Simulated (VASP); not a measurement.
Set up this calculation in VASP 6.6.1, as the native input.

```yaml
Task: single point
Functional: PBE
Potentials_or_basis: VASP PAW PBE potentials, release 64 (Cu)
Cutoff: 520 eV
k_mesh: 12 × 12 × 17
Occupations: fermi-dirac, width 0.1 eV
Spin: no spin polarisation
Dipole_correction: no
Further_INCAR_settings: ALGO = Normal; EDIFF = 1e-06; NBANDS = 24
```

The structure of Cu lies in POSCAR:

```
Cu
1.0
    4.2850340361      0.0000000000      0.0000000000
   -2.1425170181      3.7109483314      0.0000000000
    0.0000000000      0.0000000000      2.5738402151
Cu
3
Direct
    0.0000000000      0.0000000000      0.0000000000
    0.3333333333      0.6666666667      0.5000000000
    0.6666666667      0.3333333333      0.5000000000
```

This cell differs from its parent crystal: volume scaled by 1.12.

The input as run:

INCAR

```
SYSTEM = Cu
PREC = Accurate
ENCUT = 520
EDIFF = 1E-6
ISMEAR = -1
SIGMA = 0.1
LREAL = .False.
LASPH = .True.
NELM = 80
ALGO = Normal
ISIF = 2
LWAVE = .False.
LCHARG = .True.
GGA = PE
LELF = .True.
LVHAR = .True.
NBANDS = 24
```

KPOINTS

```
regular mesh
0
Gamma
  12 12 17
  0 0 0
```

Potentials or basis: VASP PAW PBE potentials, release 64 (Cu).

Run with:

```console
$ cat potpaw_PBE.64/Cu/POTCAR > POTCAR
$ mpirun -np 1 vasp_std > vasp.out
```

It gave:

* Pressure: -10.7 GPa

Wall time 73 s on 1 thread of AMD EPYC 9R45 96-Core Processor (Zen 5), on a shared host, peak memory 0.22 GiB.
